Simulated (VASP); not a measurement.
**Mn2Te3S: single point with PBE**

Mn2Te3S:

```
CELL_PARAMETERS angstrom
4.12453 0.00000 0.00000
-2.06226 3.57194 0.00000
0.00000 0.00000 11.42905
ATOMIC_POSITIONS crystal
Mn 0.33333 0.66667 0.00000
Mn 0.66667 0.33333 0.00000
Te 0.00000 0.00000 0.25099
Te 0.00000 0.00000 0.74901
Te 0.00000 0.00000 0.50000
S 0.00000 0.00000 0.00000
```

The cell was generated, and may not be a known phase.

```yaml
Program: VASP 6.6.1
Task: single point
Functional: PBE
Potentials_or_basis: VASP PAW PBE potentials, release 64 (Mn_pv, Te, S)
Cutoff: 520 eV
k_mesh: 3 × 3 × 2
Occupations: gaussian, width 0.15 eV
Spin: collinear spin, ferromagnetic start
Starting_moments: "[4.0, 4.0, 0.0, 0.0, 0.0, 0.0] μB"
```

```json
{"Pressure": "0.7 GPa", "Largest force": "0.075 eV/Å", "Net moment": "6.85 μB per cell", "Site moments": "Mn +2.89; Te +0.18, -0.03 (each value once); S +0.04 μB", "Valence electrons inside the program's atomic spheres": "Mn 11.77; Te 3.24, 3.27 (each value once); S 3.65"}
```

Forces on the atoms (eV/Å):
```
Mn   0.000  0.000  0.000
Mn   0.000  0.000  0.000
Te   0.000  0.000  0.075
Te   0.000  0.000 -0.075
Te   0.000  0.000  0.000
S    0.000  0.000  0.000
```

Stress tensor (GPa, compression positive):
```
0.74 0.00 0.00
0.00 0.74 0.00
0.00 0.00 0.54
```

Levels at points of the mesh, in eV from the Fermi level:
Spin up:
| k point | band 26 | band 27 | band 28 | band 29 | band 30 | band 31 |
| --- | --- | --- | --- | --- | --- | --- |
| (0.00, 0.00, 0.00) | 0.26 | 0.28 | 0.28 | 1.40 | 1.40 | 2.38 |
| (0.00, 0.00, 0.50) | 0.24 | 0.24 | 0.98 | 1.42 | 1.42 | 2.34 |
Spin down:
```csv
k point,band 17,band 18,band 19,band 20,band 21,band 22,band 23,band 24,band 25,band 26
"(0.00, 0.00, 0.00)",-0.21,-0.08,-0.08,0.22,0.22,0.22,0.22,0.57,1.52,1.54
"(0.00, 0.00, 0.50)",-0.08,-0.08,0.22,0.22,0.39,0.54,0.54,0.69,1.12,1.14
```

Wall time 71 s on 1 thread of Oxide Virtual Turin-like Processor (shared host), peak memory 0.34 GiB.

Caveat: the k points lie up to 0.59 Å⁻¹ apart; spin-orbit coupling is left out, which moves the levels of the heavy elements; semilocal functionals often make such compounds metallic where correlation or magnetic order opens a gap, which also shifts bond lengths; the run started ferromagnetic, and an antiferromagnetic order may lie lower in energy. With open d or f shells a metallic result of PBE can be an artefact of self-interaction; +U or a hybrid may open a gap.
